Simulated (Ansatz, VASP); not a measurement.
# SrMg in VASP and in Ansatz

Contents of INCAR:

```
ALGO = Fast ; EDIFF = 1E-6
ENCUT = 520 ; GGA = CA
ISIF = 2 ; ISMEAR = 0
LASPH = T ; LCHARG = T
LELF = T ; LREAL = F
LVHAR = T ; LWAVE = F
NBANDS = 13 ; NELM = 80
PREC = Accurate ; SIGMA = 0.15
```

KPOINTS

```
k-points
0
Gamma
  12 12 12
```

POSCAR

```
SrMg
1.0
    3.7830000000      0.0000000000      0.0000000000
    0.0000000000      3.7830000000      0.0000000000
    0.0000000000      0.0000000000      3.9585000000
Sr Mg
1 1
Direct
    0.5000000000      0.5000000000      0.5000000000
    0.0000000000      0.0000000000      0.0000000000
```

Input for Ansatz:

```yaml
crystal:
  lattice:
    - [3.783, 0.0, 0.0]
    - [0.0, 3.783, 0.0]
    - [0.0, 0.0, 3.9585]
  atoms:
    - { symbol: Sr, position: [0.5, 0.5, 0.5] }
    - { symbol: Mg, position: [0.0, 0.0, 0.0] }
basis:
  ecutwfc: 420
kpoints:
  mp_grid: { grid: [12, 12, 12] }
hamiltonian:
  xc: lda
scf:
  occupations: { method: gaussian, width: 0.15 }
output:
  forces: true
  stress: true
  eigenvalues: true
```

Change from the starting cell: strain -0.030 along x and y, +0.015 along z, atoms carried along.

Alike in both runs: task single point; functional LDA; k mesh 12 × 12 × 12; occupations gaussian, width 0.15 eV; no spin polarisation.

|  | VASP | Ansatz |
| --- | --- | --- |
| version | VASP 6.6.1 | Ansatz 0.2.0 |
| potentials or method | VASP PAW LDA potentials, release 64 (Sr_sv, Mg), cutoff 520 eV | scalar-relativistic, plane waves, PAW |
| valence electrons in the cell | 12 | 20 |

|  | VASP | Ansatz | Ansatz less VASP |
| --- | --- | --- | --- |
| gap on the k mesh at the Fermi level (eV) | none | none | - |
| pressure (GPa) | 5.0 | 5.2 | +0.13 |
| traceless stress, the component that is largest in VASP (GPa) | -0.32 | -0.31 | +0.008 |

LDA's correlation is that of Perdew and Zunger in VASP and of Perdew and Wang (1992) in Ansatz. A gap of «none» marks a metal or a gap that the smearing closes. VASP's potentials hold 12 valence electrons a cell and Ansatz's 20, so a difference there can come from the potentials and not from the codes.
